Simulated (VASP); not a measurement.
Wanted: the native input for a VASP 6.6.1 run.

```yaml
Task: single point
Functional: PBE
Potentials_or_basis: VASP PAW PBE potentials, release 64 (Nb_sv, Te)
Cutoff: 520 eV
k_mesh: 12 × 12 × 1
Occupations: gaussian, width 0.1 eV
Spin: collinear spin
Starting_moments: "[0.48, 0.0, 0.0] μB"
Dipole_correction: yes
Further_INCAR_settings: ALGO = Normal; EDIFF = 1e-06; NBANDS = 24
```

The structure of NbTe2 lies in POSCAR:

```
NbTe2
1.0
    3.6910033675     -0.0000002887      0.0000000000
   -1.8455014338      3.1965028261      0.0000000000
    0.0000000000      0.0000000000     30.9606580000
Nb Te
1 2
Direct
    0.0000000000      0.0000000000      0.2909440000
    0.6666666667      0.3333333333      0.2312100000
    0.6666666667      0.3333333333      0.3506780000
```

The input as run:

INCAR

```
ALGO     = Normal         # electronic algorithm
DIPOL    = 0.5 0.5 0.291
EDIFF    = 1E-6           # SCF threshold, eV
ENCUT    = 520            # plane-wave cutoff, eV
GGA      = PE             # functional
IDIPOL   = 3            
ISIF     = 2              # what is computed and relaxed
ISMEAR   = 0              # smearing method
ISPIN    = 2              # spin polarisation
LASPH    = T              # aspherical terms in the spheres
LCHARG   = F              # write CHGCAR
LDIPOL   = T            
LMAXMIX  = 4              # l up to which the mixer works
LORBIT   = 11             # projections on sites
LREAL    = F              # projectors in reciprocal space
LWAVE    = F              # write WAVECAR
MAGMOM   = 0.48 0 0       # initial moments
NBANDS   = 24             # bands
NELM     = 150            # most SCF steps
PREC     = Accurate       # precision mode
SIGMA    = 0.1            # smearing width, eV
```

KPOINTS

```
k-points
0
Gamma
  12 12 1
```

Potentials or basis: VASP PAW PBE potentials, release 64 (Nb_sv, Te).

Run with:

```console
$ cat potpaw_PBE.64/Nb_sv/POTCAR potpaw_PBE.64/Te/POTCAR > POTCAR
$ mpirun -np 1 vasp_std > vasp.out
```

Results of the run:

The largest force is 0.004 eV/Å. The net moment is 0.70 μB per cell. The site moments are Nb +0.44; Te +0.01 μB and the valence electrons inside the program's atomic spheres are Nb 10.55; Te 3.42.

Caveat: a moment this small can come from the mesh or the smearing.

Run time: 18 min on 1 thread of Oxide Virtual Turin-like Processor, with other jobs on the host, peak memory 0.71 GiB.
